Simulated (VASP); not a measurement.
**MgW: single point with PBE**

The system is MgW.

```
CELL_PARAMETERS angstrom
2.85096 0.00000 0.00000
-1.42548 2.46901 0.00000
0.00000 0.00000 9.83935
ATOMIC_POSITIONS crystal
Mg 0.00000 0.00000 0.00000
Mg 0.00000 0.00000 0.50000
W 0.33333 0.66667 0.25000
W 0.66667 0.33333 0.75000
```

The cell was built from a structure type or drawn by symmetry, and may not be a known phase.

```yaml
Program: VASP 6.6.1
Task: single point
Functional: PBE
Potentials_or_basis: VASP PAW PBE potentials, release 64 (Mg, W_sv)
Cutoff: 520 eV
k_mesh: 9 × 9 × 2
Occupations: gaussian, width 0.1 eV
Spin: no spin polarisation
Dipole_correction: no
Further_INCAR_settings: ALGO = Fast; EDIFF = 1e-06; NBANDS = 24
```

```json
{"Pressure": "0.0 GPa", "Band gap on the k mesh": "zero (bands 16 and 17 overlap by 0.85 eV)"}
```

Stress tensor (GPa, compression positive):
```
 0.10  0.00  0.00
 0.00  0.10  0.00
 0.00  0.00 -0.25
```

Levels at points of the mesh, in eV from the Fermi level:
```tsv
k point	band 12	band 13	band 14	band 15	band 16	band 17	band 18	band 19	band 20	band 21
(0.00, 0.00, 0.00)	-4.23	-2.06	-1.12	0.10	0.10	0.10	0.10	2.86	2.86	2.92
(0.00, 0.00, 0.50)	-4.82	-1.72	-1.72	0.10	0.10	0.10	0.10	2.89	2.89	2.89
```

Run time: 26 s on 1 thread of AMD EPYC 9R45 96-Core Processor (Zen 5) (shared host), peak memory 0.19 GiB.

Caveat: spin-orbit coupling is left out, which moves the levels of the heavy elements.
